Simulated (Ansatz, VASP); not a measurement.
**Pd in VASP and in Ansatz**

```
CELL_PARAMETERS angstrom
0.00000 1.94490 1.94490
1.94490 0.00000 1.94490
1.94490 1.94490 0.00000
ATOMIC_POSITIONS crystal
Pd 0.00000 0.00000 0.00000
```

Alike in both runs: task electric field gradients; functional LDA; k mesh 18 × 18 × 18; occupations fermi-dirac, width 0.05 eV; no spin polarisation.

|  | VASP | Ansatz |
| --- | --- | --- |
| version | VASP 6.6.1 | Ansatz 0.2.0 |
| potentials or method | VASP PAW LDA potentials, release 64 (Pd), cutoff 520 eV | all-electron PAW with datasets made for the crystal, scalar-relativistic |

```tsv
	VASP	Ansatz	Ansatz less VASP
pressure (GPa)	-7.8	-8.0	-0.27
```

LDA's correlation is that of Perdew and Zunger in VASP and of Perdew and Wang (1992) in Ansatz. Ansatz ran all-electron here, and VASP with PAW potentials. Ansatz's warnings: band levels unverified.
